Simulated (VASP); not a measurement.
## Ag: single point with revPBE

The system is Ag.

```xyz
2
Lattice="-1.9815 1.6281 1.4543 1.6281 -1.9815 1.4543 3.7695 3.7695 -2.1016" Properties=species:S:1:pos:R:3 pbc="T T T"
Ag   -1.8299    1.4765    1.4543
Ag    0.6541    2.7620    0.4035
```

This isn't the form of Ag at room conditions, which is fcc.

```yaml
Program: VASP 6.6.1
Task: single point
Functional: revPBE
Potentials_or_basis: VASP PAW PBE potentials, release 64 (Ag)
Cutoff: 520 eV
k_mesh: 16 × 16 × 7
Occupations: fermi-dirac, width 0.1 eV
Spin: no spin polarisation
```

| Property | Result |
| --- | --- |
| Pressure | 0.1 GPa |
| Band gap on the k mesh | zero (bands 11 and 12 overlap by 6.74 eV) |

Forces in eV/Å, atoms in the order of the input:
```
Ag  -0.002  0.002  0.000
Ag   0.002 -0.002  0.000
```

Stress tensor (GPa, compression positive):
```
-0.04 -0.59 -0.19
-0.59 -0.04 -0.19
-0.19 -0.19  0.31
```

Levels at points of the mesh, in eV from the Fermi level:
| k point | band 9 | band 10 | band 11 | band 12 | band 13 | band 14 |
| --- | --- | --- | --- | --- | --- | --- |
| (0.00, 0.00, 0.00) | -3.94 | -3.11 | -3.11 | -0.31 | 2.96 | 15.50 |
| (0.50, 0.00, 0.00) | -2.90 | -2.89 | 0.84 | 0.88 | 4.15 | 4.22 |
| (0.50, 0.50, 0.00) | -2.96 | -2.85 | 0.17 | 1.44 | 6.45 | 6.75 |

Wall time 2.8 min on 1 thread of Intel(R) Xeon(R) Platinum 8259CL CPU @ 2.50GHz (Skylake/Cascade Lake), on a shared host, peak memory 0.38 GiB.

Caveat: the PAW data sets were made with another functional, which shifts forces and pressure a little.
